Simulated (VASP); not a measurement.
Runs of VASP 6.6.1 on CdSiN2. The structure is that of space group P-4m2 (No. 115), or close to it. The cells are those of the table. 

| task | level | potentials or basis | cell | k mesh | cutoff (eV) | smearing | second run | gap on the mesh (eV) | pressure (GPa) | relaxed volume (Å³/atom) | largest force (eV/Å) |
| --- | --- | --- | --- | --- | --- | --- | --- | --- | --- | --- | --- |
| single point | PBE | VASP PAW PBE potentials, release 64 (Cd_sv_GW, N, Si) | a = 3.063, b = 3.063, c = 5.138 Å, 4 atoms | 8 × 8 × 6 | 600 | fermi-dirac 0.02 eV | valence_matched | 1.03 | -0.5 | - | 0.01 |
| single point | PBE | VASP PAW PBE potentials, release 64 (Cd, N, Si) | a = 3.034, b = 3.034, c = 5.110 Å, 4 atoms | 8 × 8 × 6 | 520 | fermi-dirac 0.02 eV | - | 1.18 | 5.3 | - | (d) |
| single point | LDA | VASP PAW LDA potentials, release 64 (Cd, N, Si) | a = 3.014, b = 3.014, c = 5.021 Å, 4 atoms | 8 × 8 × 4 | 520 | fermi-dirac 0.02 eV | - | 1.42 | (b) | - | 0.11 |
| single point | r2SCAN | VASP PAW PBE potentials, release 64 (Cd, N, Si) | a = 3.034, b = 3.034, c = 5.110 Å, 4 atoms | 8 × 8 × 6 | 520 | gaussian 0.01 eV | - | 1.55 | 0.9 | - | 0.12 |
| single point | LDA | VASP PAW LDA potentials, release 64 (Cd, N, Si) | a = 3.034, b = 3.034, c = 5.110 Å, 4 atoms | 8 × 8 × 6 | 520 | gaussian 0.01 eV | - | (a) | -4.5 | - | 0.11 |
| relaxation of cell and atoms | LDA | VASP PAW LDA potentials, release 64 (Cd, N, Si) | relaxed from a = 3.063, b = 3.063, c = 5.138 Å, 4 atoms | 8 × 8 × 4 | 600 | fermi-dirac 0.02 eV | - | (c) | 0.0 | 11.48 | - |
| relaxation of cell and atoms | PBE | VASP PAW PBE potentials, release 64 (Cd, N, Si) | relaxed from a = 3.059, b = 3.059, c = 4.325 Å, 4 atoms | 8 × 8 × 6 | 600 | fermi-dirac 0.02 eV | - | 1.04 | 0.0 | 12.08 | - |
| single point | PBE | VASP PAW PBE potentials, release 64 (Cd, N, Si) | a = 3.063, b = 3.063, c = 5.138 Å, 4 atoms | 8 × 8 × 6 | 520 | fermi-dirac 0.02 eV | - | 1.05 | 0.7 | - | 0.11 |

Alike in all rows: no spin polarisation.

Fill in the values left out.

(a) 1.20; (b) 1.4; (c) 1.37; (d) 0.02.

Caveats: the PAW data sets were made with another functional, which shifts forces and pressure a little (some runs); the volume moved by over 15 % at a fixed basis, so the end points are rough (some runs).

A k mesh can miss the band edges, and the runs leave out spin-orbit coupling on Cd.

The runs don't all hold the same shells in valence.
